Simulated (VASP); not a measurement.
The system is Mg3CdSe4.

```
Mg Se Cd
1.0
    -2.69046    2.69046    5.38092
     2.69046   -2.69046    5.38092
     2.69046    2.69046   -5.38092
Mg Se Cd
3 4 1
Direct
  0.75000 0.25000 0.50000
  0.00000 0.00000 0.00000
  0.25000 0.75000 0.50000
  0.50000 0.00000 0.50000
  0.75000 0.75000 0.00000
  0.00000 0.50000 0.50000
  0.25000 0.25000 0.00000
  0.50000 0.50000 0.00000
```

- Program: VASP 6.6.1
- Task: relaxation of cell and atoms
- Functional: PBE
- Potentials or basis: VASP PAW PBE potentials, release 64 (Mg, Se, Cd)
- Cutoff: 600 eV
- k mesh: 6 × 6 × 6
- Occupations: fermi-dirac, width 0.02 eV
- Spin: no spin polarisation

At the start: pressure 8.5 GPa; volume 19.48 Å³/atom.

Q: Where does the relaxation end?

A: Over 6 steps the energy falls by 57.6 meV/atom and the volume is 21.69 Å³/atom (+11.4 %); space group I4/mmm (No. 139, to 0.1 Å) before and after.

The path:
```
step  energy change (eV)  largest force (eV/Å)  pressure (GPa)  volume (Å³)
   1              0.0000                0.5959            8.48       155.80
   2             -0.4042                0.2073           -2.12       180.23
   3             -0.4461                0.2762           -0.07       173.81
   4             -0.4460                0.2718           -0.20       174.18
   5             -0.4524                0.2049           -0.16       174.01
   6             -0.4608                0.0018           -0.01       173.51
```

Final structure:
```yaml
crystal:
  lattice:
    - [-2.78728, 2.78728, 5.58345]
    - [2.78728, -2.78728, 5.58345]
    - [2.78728, 2.78728, -5.58345]
  atoms:
    - { symbol: Mg, position: [0.75000, 0.25000, 0.50000] }
    - { symbol: Mg, position: [0.00000, 0.00000, 0.00000] }
    - { symbol: Mg, position: [0.25000, 0.75000, 0.50000] }
    - { symbol: Se, position: [0.50000, 0.00000, 0.50000] }
    - { symbol: Se, position: [0.75673, 0.75673, 0.00000] }
    - { symbol: Se, position: [0.00000, 0.50000, 0.50000] }
    - { symbol: Se, position: [0.24327, 0.24327, 0.00000] }
    - { symbol: Cd, position: [0.50000, 0.50000, 0.00000] }
```
